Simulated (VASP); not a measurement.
# Cs (I4/mmm) in VASP: a series of runs

The runs below take Cs through single point, with PBE.

Program: VASP 6.6.1. These are calculated values, not measurements. Logs are shortened: lines on timing, memory, paths and dates and some standing lists are left out, and cuts for length are marked.

## 1. The cell of the first run

The structure is tetragonal, space group I4/mmm (No. 139). The conventional cell has a = 6.347 Å, b = 6.347 Å, c = 5.743 Å, α = 90.00°, β = 90.00°, γ = 90.00°.

## 2. Single point, PBE (strain +0.050 along x and y, -0.050 along z)

Contents of INCAR:

```
SYSTEM = Cs
PREC     = Accurate       ! precision mode
ENCUT    = 520            ! plane-wave cutoff, eV
EDIFF    = 1E-7           ! SCF threshold, eV
ISMEAR   = 0              ! smearing method
SIGMA    = 0.15           ! smearing width, eV
LREAL    = .FALSE.        ! projectors in reciprocal space
LASPH    = .TRUE.         ! aspherical terms in the spheres
NELM     = 60             ! most SCF steps
ALGO     = Fast           ! electronic algorithm
ISIF     = 2              ! what is computed and relaxed
LWAVE    = .FALSE.        ! write WAVECAR
LCHARG   = .FALSE.        ! write CHGCAR
GGA      = PE             ! functional
NBANDS   = 10             ! bands
```

Contents of KPOINTS:

```
Automatic mesh
0
G
  12 12 12
  0 0 0
```

Contents of POSCAR:

```
Cs
1.0
   -3.1736250000      3.1736250000      2.8713750000
    3.1736250000     -3.1736250000      2.8713750000
    3.1736250000      3.1736250000     -2.8713750000
Cs
1
Direct
    0.0000000000      0.0000000000      0.0000000000
```

Potentials or basis: VASP PAW PBE potentials, release 64 (Cs_sv).

The run is started by

```
$ cat potpaw_PBE.64/Cs_sv/POTCAR > POTCAR
$ mpirun -np 1 vasp_std > vasp.out
```

OUTCAR:

```text
SYSTEM = Cs
   PREC = Accurate
   ENCUT = 520
   EDIFF = 1E-7
   ISMEAR = 0
   LREAL = .FALSE.
   LASPH = .TRUE.
   NELM = 60
   ISIF = 2
   GGA = PE

 ion  position               nearest neighbor table
   1  0.000  0.000  0.000-

  LATTYP: Found a body centered tetragonal cell.
 ALAT       =     6.3472500000
 C/A-ratio  =     0.9047619048

  Lattice vectors:

 A1 = (  -3.1736250000,   3.1736250000,   2.8713750000)
 A2 = (   3.1736250000,  -3.1736250000,   2.8713750000)
 A3 = (   3.1736250000,   3.1736250000,  -2.8713750000)

Analysis of symmetry for initial positions (statically):
=====================================================================
 Subroutine PRICEL returns:
 Original cell was already a primitive cell.

 Routine SETGRP: Setting up the symmetry group for a
 body centered tetragonal supercell.

 Subroutine GETGRP returns: Found 16 space group operations
 (whereof 16 operations were pure point group operations)
 out of a pool of 16 trial point group operations.

The static configuration has the point symmetry D_4h.

Analysis of symmetry for dynamics (positions and initial velocities):
=====================================================================
 Subroutine PRICEL returns:
 Original cell was already a primitive cell.

 Routine SETGRP: Setting up the symmetry group for a
 body centered tetragonal supercell.

 Subroutine GETGRP returns: Found 16 space group operations
 (whereof 16 operations were pure point group operations)
 out of a pool of 16 trial point group operations.

The dynamic configuration has the point symmetry D_4h.

 Subroutine INISYM returns: Found 16 space group operations
 (whereof 16 operations are pure point group operations),
 and found     1 'primitive' translations

----------------------------------------------------------------------------------------

                                     Primitive cell

  volume of cell :     115.6808

  direct lattice vectors                    reciprocal lattice vectors
    -3.173625000  3.173625000  2.871375000     0.000000000  0.157548545  0.174132602
     3.173625000 -3.173625000  2.871375000     0.157548545  0.000000000  0.174132602
     3.173625000  3.173625000 -2.871375000     0.157548545  0.157548545  0.000000000

  length of vectors
     5.328094000  5.328094000  5.328094000     0.234826972  0.234826972  0.222807289

  position of ions in fractional coordinates (direct lattice)
     0.000000000  0.000000000  0.000000000

  ion indices of the primitive-cell ions
   primitive index   ion index
                 1           1

----------------------------------------------------------------------------------------

 KPOINTS: Automatic mesh

Automatic generation of k-mesh.
 Grid dimensions read from file:
 generate k-points for:   12   12   12

 Generating k-lattice:

  Cartesian coordinates                     Fractional coordinates (reciprocal lattice)
     0.000000000  0.013129045  0.014511050     0.083333333  0.000000000  0.000000000
     0.013129045  0.000000000  0.014511050     0.000000000  0.083333333  0.000000000
     0.013129045  0.013129045  0.000000000     0.000000000  0.000000000  0.083333333

  Length of vectors
     0.019568914  0.019568914  0.018567274

  Shift w.r.t. Gamma in fractional coordinates (k-lattice)
     0.000000000  0.000000000  0.000000000

 Subroutine IBZKPT returns following result:
 ===========================================

 Found    163 irreducible k-points:

 Following reciprocal coordinates:
            Coordinates               Weight
  0.000000  0.000000  0.000000      1.000000
  0.083333 -0.000000  0.000000      8.000000
  0.166667  0.000000  0.000000      8.000000
  0.250000  0.000000  0.000000      8.000000
  0.333333 -0.000000  0.000000      8.000000
  0.416667  0.000000  0.000000      8.000000
[... 16 lines left out ...]
  0.500000  0.166667  0.000000     16.000000
 -0.416667  0.166667  0.000000     16.000000
 [... further k-points ...]
   k-points           NKPTS =    163   k-points in BZ     NKDIM =    163   number of bands    NBANDS=     10
   number of dos      NEDOS =    301   number of ions     NIONS =      1
   total plane-waves  NPLWV =  64000
   dimension x,y,z NGX =    40 NGY =   40 NGZ =   40
   dimension x,y,z NGXF=    80 NGYF=   80 NGZF=   80
   ions per type =               1
   NGX,Y,Z   is equivalent  to a cutoff of  12.48, 12.48, 12.48 a.u.
   NGXF,Y,Z  is equivalent  to a cutoff of  24.96, 24.96, 24.96 a.u.
 SYSTEM =  Cs
   PREC   = accura    normal or accurate (medium, high low for compatibility)
   ISTART =      0    job   : 0-new  1-cont  2-samecut
   ICHARG =      2    charge: 1-file 2-atom 10-const
   ISPIN  =      1    spin polarized calculation?
   LNONCOLLINEAR =      F non collinear calculations
   LSORBIT =      F    spin-orbit coupling
   LASPH  =      T    aspherical Exc in radial PAW
   ENCUT  =  520.0 eV  38.22 Ry    6.18 a.u.   9.91  9.91  9.91*2*pi/ulx,y,z
   NELM   =     60;   NELMIN=  2; NELMDL= -5     # of ELM steps
   EDIFF  = 0.1E-06   stopping-criterion for ELM
   LREAL  =      F    real-space projection
   EDIFFG = 0.1E-05   stopping-criterion for IOM
   NSW    =      0    number of steps for IOM
   IBRION =     -1    ionic relax: 0-MD 1-quasi-New 2-CG
   NFREE  =      0    steps in history (QN), initial steepest desc. (CG)
   ISIF   =      2    stress and relaxation
   ISYM   =      2    0-nonsym 1-usesym 2-fastsym
   POTIM  = 0.5000    time-step for ionic-motion
   TEBEG  =    0.0;   TEEND  =   0.0 temperature during run
   PSTRESS=    0.0 pullay stress
   NELECT =       9.0000    total number of electrons
   NUPDOWN=      -1.0000    fix difference up-down
   EMIN   =  10.00;   EMAX   =-10.00  energy-range for DOS
   EFERMI =   0.00;   METHOD = LEGACY
   ISMEAR =     0;   SIGMA  =   0.15  broadening in eV -4-tet -1-fermi 0-gaus
   EFERMI_NEDOS =   21; number of points for ismear=-14 and -15
   IALGO  =     68    algorithm
   IMIX   =      4    mixing-type and parameters
     AMIX     =   0.40;   BMIX     =  1.00
     AMIX_MAG =   1.60;   BMIX_MAG =  1.00
  volume/ion in A,a.u.               =     115.68       780.65
  Fermi-wavevector in a.u.,A,eV,Ry     =   0.698879  1.320690  6.645518  0.488432
  Thomas-Fermi vector in A             =   1.782604
   LORBIT       =      0    0 simple, 1 ext, 2 COOP (PROOUT), +10 PAW based schemes
   GGA     = PE    functional components
   LHFCALC =     F    Hartree Fock is set to
   AEXX    =    0.0000 exact exchange contribution
   IVDW    =     0    specifies the selected vdW correction
   LEPSILON=     F    determine dielectric tensor
   LRPA    =     F    only Hartree local field effects (RPA)
 non-spin polarized calculation
 RMM-DIIS sequential band-by-band and
 Gauss-broadening in eV      SIGMA  =   0.15
  energy-cutoff  :      520.00
  volume of cell :      115.68
 maximum number of plane-waves:      3140
   NGX = 19   NGY = 19   NGZ = 19

 number of electron       8.9999998 magnetization

 Free energy of the ion-electron system (eV)
  ---------------------------------------------------
  ext. energy  EPLUGINS =         0.00000000
  ---------------------------------------------------
  free energy    TOTEN  =        -0.85601807 eV

  energy without entropy =       -0.84071730  energy(sigma->0) =       -0.84836768

 E-fermi :   0.4385     XC(G=0):  -5.3918

 val. band max:        0.4242350370   @ k =   0.5000   0.2500   0.0000
 cond. band min:       0.4386887532   @ k =   0.3333   0.0833   0.0833
 fundamental gap:      0.0144537162
 Fermi energy:         0.4385126287

 k-point     1 :       0.0000    0.0000    0.0000
  band No.  band energies     occupation
      1     -23.4226      2.00000
      2     -10.1673      2.00000
      3     -10.1673      2.00000
      4     -10.1648      2.00000
      5      -1.2326      2.00000
      6       2.6650      0.00000
      7       3.1011      0.00000
      8       3.1011      0.00000
      9       3.4687      0.00000
     10       4.0720      0.00000

 k-point     2 :       0.0833   -0.0000    0.0000
  band No.  band energies     occupation
      1     -23.4221      2.00000
      2     -10.1754      2.00000
      3     -10.1704      2.00000
      4     -10.1665      2.00000
      5      -1.1530      2.00000
      6       2.6571      0.00000
      7       3.0035      0.00000
      8       3.0835      0.00000
      9       3.4623      0.00000
     10       3.9453      0.00000

 k-point     3 :       0.1667    0.0000    0.0000
  band No.  band energies     occupation
      1     -23.4209      2.00000
      2     -10.2007      2.00000
      3     -10.1790      2.00000
      4     -10.1679      2.00000
      5      -0.9218      2.00000
      6       2.5305      0.00000
      7       2.6641      0.00000
      8       3.2044      0.00000
      9       3.5441      0.00000
     10       3.8066      0.00000

 k-point     4 :       0.2500    0.0000    0.0000
  band No.  band energies     occupation
      1     -23.4192      2.00000
      2     -10.2348      2.00000
      3     -10.1906      2.00000
      4     -10.1697      2.00000
      5      -0.5636      2.00000
      6       2.2334      0.00000
      7       2.3155      0.00000
      8       3.5377      0.00000
      9       3.7152      0.00000
     10       3.7736      0.00000

 k-point     5 :       0.3333   -0.0000    0.0000
  band No.  band energies     occupation
      1     -23.4175      2.00000
      2     -10.2682      2.00000
      3     -10.2021      2.00000
      4     -10.1715      2.00000
      5      -0.1250      2.00000
      6       1.8451      0.00000
      7       2.1231      0.00000
      8       3.7654      0.00000
      9       3.9518      0.00000
     10       4.0241      0.00000

 k-point     6 :       0.4167    0.0000    0.0000
  band No.  band energies     occupation
      1     -23.4162      2.00000
      2     -10.2922      2.00000
      3     -10.2106      2.00000
      4     -10.1728      2.00000
      5       0.3048      1.79251
      6       1.5383      0.00000
      7       1.9972      0.00000
      8       3.7160      0.00000
      9       4.2121      0.00000
     10       4.6300      0.00000
[... 183 lines left out ...]
 k-point    21 :       0.3333    0.1667    0.0000
  band No.  band energies     occupation
      1     -23.4158      2.00000
      2     -10.2862      2.00000
      3     -10.2185      2.00000
      4     -10.1837      2.00000
      5       0.5409      0.33421
      6       1.4859      0.00000
      7       1.8960      0.00000
      8       3.5046      0.00000
      9       4.2292      0.00000
     10       4.5384      0.00000

 k-point    22 :       0.4167    0.1667    0.0000
  band No.  band energies     occupation
      1     -23.4155      2.00000
      2     -10.2894      2.00000
      3     -10.2244      2.00000
      4     -10.1826      2.00000
      5       0.7446      0.00390
      6       1.3689      0.00000
      7       1.8387      0.00000
      8       3.4519      0.00000
      9       4.3662      0.00000
     10       4.4207      0.00000

 k-point    23 :       0.5000    0.1667    0.0000
  band No.  band energies     occupation
      1     -23.4159      2.00000
      2     -10.2822      2.00000
      3     -10.2205      2.00000
      4     -10.1802      2.00000
      5       0.4623      0.82245
      6       1.5594      0.00000
      7       1.8827      0.00000
      8       3.5523      0.00000
      9       4.0190      0.00000
     10       4.5422      0.00000

 k-point    24 :      -0.4167    0.1667    0.0000
  band No.  band energies     occupation
      1     -23.4171      2.00000
      2     -10.2665      2.00000
      3     -10.2080      2.00000
      4     -10.1769      2.00000
      5       0.0155      1.99993
      6       1.7886      0.00000
      7       2.0663      0.00000
      8       3.5986      0.00000
      9       3.8664      0.00000
     10       4.2836      0.00000

 [... further k-points ...]

------------------------ aborting loop because EDIFF is reached ----------------------------------------

  FORCE on cell =-STRESS in cart. coord.  units (eV):
  Direction    XX          YY          ZZ          XY          YZ          ZX
  --------------------------------------------------------------------------------------
  -------------------------------------------------------------------------------------
  Total       -0.0011544     -0.0011544      0.0432049      0.0000000      0.0000000     -0.0000000
  in kB       -0.0159878     -0.0159878      0.5983871      0.0000000      0.0000000     -0.0000000
  external PRESSURE =       0.1888039 kB  Pullay stress =       0.0000000 kB

 VOLUME and BASIS-vectors are now :
 -----------------------------------------------------------------------------
  energy-cutoff  :      520.00
  volume of cell :      115.68
      direct lattice vectors                 reciprocal lattice vectors
    -3.173625000  3.173625000  2.871375000     0.000000000  0.157548545  0.174132602
     3.173625000 -3.173625000  2.871375000     0.157548545  0.000000000  0.174132602
     3.173625000  3.173625000 -2.871375000     0.157548545  0.157548545  0.000000000

 POSITION                                       TOTAL-FORCE (eV/Angst)
 -----------------------------------------------------------------------------------
      0.00000      0.00000      0.00000        -0.000000     -0.000000      0.000000
 -----------------------------------------------------------------------------------
    total drift:                               -0.000000     -0.000000     -0.000000

  FREE ENERGIE OF THE ION-ELECTRON SYSTEM (eV)
  ---------------------------------------------------
  free  energy   TOTEN  =        -0.8560180669 eV

  energy  without entropy=       -0.8407173029  energy(sigma->0) =       -0.84836768
```

Wall time 66 s (1 thread of Intel Xeon 6975P-C (Granite Rapids), shared host); peak memory 0.36 GiB.

Results:

```yaml
Free_energy: -0.8560 eV
Pressure: 0.0 GPa
```

Caveat: the cell differs from its parent crystal (strain +0.050 along x and y, -0.050 along z); spin-orbit coupling is left out, which moves the levels of the heavy elements.

## 3. Single point, PBE (strain +0.050 along x and y, -0.025 along z)

INCAR, as its differences from that of step 2:

```diff
@@ -3,3 +3,3 @@
 ENCUT    = 520            ! plane-wave cutoff, eV
-EDIFF    = 1E-7           ! SCF threshold, eV
+EDIFF    = 1E-6           ! SCF threshold, eV
 ISMEAR   = 0              ! smearing method
@@ -8,3 +8,3 @@
 LASPH    = .TRUE.         ! aspherical terms in the spheres
-NELM     = 60             ! most SCF steps
+NELM     = 100            ! most SCF steps
 ALGO     = Fast           ! electronic algorithm
```

Contents of KPOINTS:

```
regular mesh
0
G
  12 12 12
  0 0 0
```

Contents of POSCAR:

```
Cs
1.0
   -3.1736250000      3.1736250000      2.9469375000
    3.1736250000     -3.1736250000      2.9469375000
    3.1736250000      3.1736250000     -2.9469375000
Cs
1
Direct
    0.0000000000      0.0000000000      0.0000000000
```

Potentials or basis: VASP PAW PBE potentials, release 64 (Cs_sv).

The run is started by

```
$ cat potpaw_PBE.64/Cs_sv/POTCAR > POTCAR
$ mpirun -np 1 vasp_std > vasp.out
```

Run time: 49 s. Hardware: 1 thread of Intel Xeon 6975P-C (Granite Rapids), shared host; peak memory 0.35 GiB.

The run converged. Its results:

- Free energy: -0.8566 eV
- Pressure: 0.0 GPa

Levels at points of the mesh, in eV from the Fermi level:
```csv
k point,band 3,band 4,band 5,band 6,band 7,band 8
"(0.00, 0.00, 0.00)",-10.62,-10.62,-1.64,2.28,2.59,2.59
"(0.50, 0.00, 0.00)",-10.67,-10.63,0.08,0.90,1.55,3.18
"(0.50, 0.50, 0.00)",-10.66,-10.62,-0.01,0.75,1.87,2.93
"(0.50, 0.50, 0.50)",-10.72,-10.70,0.61,0.73,2.74,2.74
```

Caveat: the cell differs from its parent crystal (strain +0.050 along x and y, -0.025 along z); spin-orbit coupling is left out, which moves the levels of the heavy elements.

## 4. Single point, PBE (strain +0.050 along x and y, +0.000 along z)

Contents of INCAR:

```
PREC = Accurate ; ENCUT = 520
EDIFF = 1E-6 ; ISMEAR = 0
SIGMA = 0.15 ; LREAL = False
LASPH = True ; NELM = 60
ALGO = Fast ; ISIF = 2
LWAVE = False ; LCHARG = False
GGA = PE ; NBANDS = 10
```

Contents of KPOINTS:

```
Automatic mesh
0
Gamma
  12 12 12
```

Contents of POSCAR:

```
Cs
1.0
   -3.1736250000      3.1736250000      3.0225000000
    3.1736250000     -3.1736250000      3.0225000000
    3.1736250000      3.1736250000     -3.0225000000
Cs
1
Direct
    0.0000000000      0.0000000000      0.0000000000
```

The run is started by

```
$ cat potpaw_PBE.64/Cs_sv/POTCAR > POTCAR
$ mpirun -np 1 vasp_std > vasp.out
```

Run time: 56 s. Hardware: 1 thread of Intel Xeon 6975P-C (Granite Rapids), shared host; peak memory 0.36 GiB.

It converged, with:

| Property | Result |
| --- | --- |
| Free energy | -0.8559 eV |
| Pressure | -0.1 GPa |

Levels at points of the mesh, in eV from the Fermi level:
```csv
k point,band 1,band 2,band 3,band 4,band 5,band 6,band 7,band 8,band 9,band 10
"(0.00, 0.00, 0.00)",-23.89,-10.64,-10.64,-10.64,-1.62,2.33,2.53,2.53,3.13,3.41
"(0.50, 0.00, 0.00)",-23.88,-10.75,-10.68,-10.64,0.08,0.85,1.59,3.13,3.78,4.17
"(0.50, 0.50, 0.00)",-23.88,-10.75,-10.67,-10.64,0.02,0.76,1.79,2.97,3.60,4.35
"(0.50, 0.50, 0.50)",-23.88,-10.72,-10.72,-10.71,0.65,0.74,2.74,2.74,3.13,4.18
```

Caveat: the cell differs from its parent crystal (strain +0.050 along x and y, +0.000 along z); spin-orbit coupling is left out, which moves the levels of the heavy elements.

## 5. Overview

```csv
cell,further INCAR settings,gap on the mesh (eV),pressure (GPa)
"a = 5.328 Å, angles 106.9, 106.9, 114.8°, 1 atom",ALGO = Fast; EDIFF = 1e-07; NBANDS = 10,none,0.0
"a = 5.369 Å, angles 107.5, 107.5, 113.4°, 1 atom",ALGO = Fast; EDIFF = 1e-06; NBANDS = 10,none,0.0
"a = 5.411 Å, angles 108.2, 108.2, 112.1°, 1 atom",ALGO = Fast; EDIFF = 1e-06; NBANDS = 10,none,-0.1
```

Alike in all rows: task single point; level PBE; potentials or basis VASP PAW PBE potentials, release 64 (Cs_sv); no spin polarisation; k mesh 12 × 12 × 12; cutoff (eV) 520; smearing gaussian 0.15 eV.

Caveats: spin-orbit coupling is left out, which moves the levels of the heavy elements.

Total energies depend on the potentials used, so only differences within one code and one set of settings carry meaning.
